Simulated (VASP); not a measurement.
Write the native input for VASP 6.6.1 that does the following.

```yaml
Task: single point
Functional: LDA
Potentials_or_basis: VASP PAW LDA potentials, release 64 (Os)
Cutoff: 520 eV
k_mesh: 14 × 14 × 14
Occupations: fermi-dirac, width 0.03 eV
Spin: no spin polarisation
Dipole_correction: no
Further_INCAR_settings: ALGO = Normal; EDIFF = 1e-06; NBANDS = 10
```

The structure of Os lies in POSCAR:

```
Os
1.0
    0.0000000000      1.9450000000      1.9450000000
    1.9450000000      0.0000000000      1.9450000000
    1.9450000000      1.9450000000      0.0000000000
Os
1
Direct
    0.0000000000      0.0000000000      0.0000000000
```

One way to write it, as run:

INCAR

```
  PREC = Accurate
  ENCUT = 520
  EDIFF = 1E-6
  ISMEAR = -1
  SIGMA = 0.03
  LREAL = False
  LASPH = True
  NELM = 80
  ALGO = Normal
  ISIF = 2
  LWAVE = False
  LCHARG = True
  LELF = True
  LVHAR = True
  NBANDS = 10
```

KPOINTS

```
Automatic mesh
0
Gamma
  14 14 14
```

Potentials or basis: VASP PAW LDA potentials, release 64 (Os).

Run with:

```bash
$ cat potpaw_LDA.64/Os/POTCAR > POTCAR
$ mpirun -np 1 vasp_std > vasp.out
```

It gave:

| Item | Value |
| --- | --- |
| Pressure | -24.9 GPa |
| Band gap on the k mesh | zero (band 4 reaches 10.87 eV, above the bottom of band 5 at 7.25 eV) |

Caveat: spin-orbit coupling is left out, which moves the levels of the heavy elements.

Run time: 5.9 s on 1 thread of Intel(R) Xeon(R) 6975P-C (Granite Rapids) (shared host), peak memory 0.13 GiB.
